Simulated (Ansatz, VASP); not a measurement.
## Te2Mo: VASP beside Ansatz

INCAR

```
PREC = Accurate ; ENCUT = 600
EDIFF = 1E-6 ; ISMEAR = 0
SIGMA = 0.02 ; LREAL = False
LASPH = True ; NELM = 100
ALGO = Normal ; ISIF = 3
LWAVE = False ; LCHARG = False
GGA = PE ; IBRION = 2
NSW = 70 ; EDIFFG = -0.005
```

Contents of KPOINTS:

```
regular mesh
0
Gamma
  12 12 2
```

The input POSCAR:

```
Te2Mo
1.0
    3.4964011281      0.0000000000      0.0000000000
   -1.7482005640      3.0279721987      0.0000000000
    0.0000000000      0.0000000000     13.7008448591
Te Mo
4 2
Direct
    0.3333333333      0.6666666667      0.6173401535
    0.6666666667      0.3333333333      0.1173401535
    0.3333333333      0.6666666667      0.8826598465
    0.6666666667      0.3333333333      0.3826598465
    0.3333333333      0.6666666667      0.2500000000
    0.6666666667      0.3333333333      0.7500000000
```

Input for Ansatz:

```yaml
crystal:
  lattice:
    - [3.4964011281, 0.0, 0.0]
    - [-1.748200564, 3.0279721987, 0.0]
    - [0.0, 0.0, 13.7008448591]
  atoms:
    - { symbol: Te, position: [0.3333333333, 0.6666666667, 0.6173401535] }
    - { symbol: Te, position: [0.6666666667, 0.3333333333, 0.1173401535] }
    - { symbol: Te, position: [0.3333333333, 0.6666666667, 0.8826598465] }
    - { symbol: Te, position: [0.6666666667, 0.3333333333, 0.3826598465] }
    - { symbol: Mo, position: [0.3333333333, 0.6666666667, 0.25] }
    - { symbol: Mo, position: [0.6666666667, 0.3333333333, 0.75] }
basis:
  ecutwfc: 420
kpoints:
  mp_grid: { grid: [12, 12, 2] }
hamiltonian:
  xc: pbe
scf:
  occupations: { method: gaussian, width: 0.02 }
output:
  forces: true
  stress: true
  eigenvalues: true
  write_density: true
  write_potential: true
  elf: true
  volumetric_format: npy
relax:
  adjacent_minimum: "off"
  f_tol: 0.005
  max_steps: 50
  cell: { stress_tol: 0.05 }
```

Alike in both runs: task relaxation of cell and atoms; functional PBE; k mesh 12 × 12 × 2; occupations gaussian, width 0.02 eV; no spin polarisation.

|  | VASP | Ansatz |
| --- | --- | --- |
| version | VASP 6.6.1 | Ansatz 0.2.0 |
| potentials or method | VASP PAW PBE potentials, release 64 (Te, Mo_sv), cutoff 600 eV | scalar-relativistic, plane waves, PAW |
| valence electrons in the cell | 52 | 92 |

|  | VASP | Ansatz | Ansatz less VASP |
| --- | --- | --- | --- |
| gap on the k mesh at the Fermi level, each at its own relaxed structure (eV) | 1.01 | 1.02 | +0.007 |
| relaxed volume (Å³/atom) | 27.87 | 27.98 | +0.103 |
| relaxed cell length with the largest relative difference (Å) | 15.282 | 15.323 | +0.0405 |

VASP's potentials hold 52 valence electrons a cell and Ansatz's 92, so a difference there can come from the potentials and not from the codes.

Spin-orbit coupling is off throughout. Noted on VASP's run: the volume moved by over 15 % at a fixed basis, so the end points are rough.
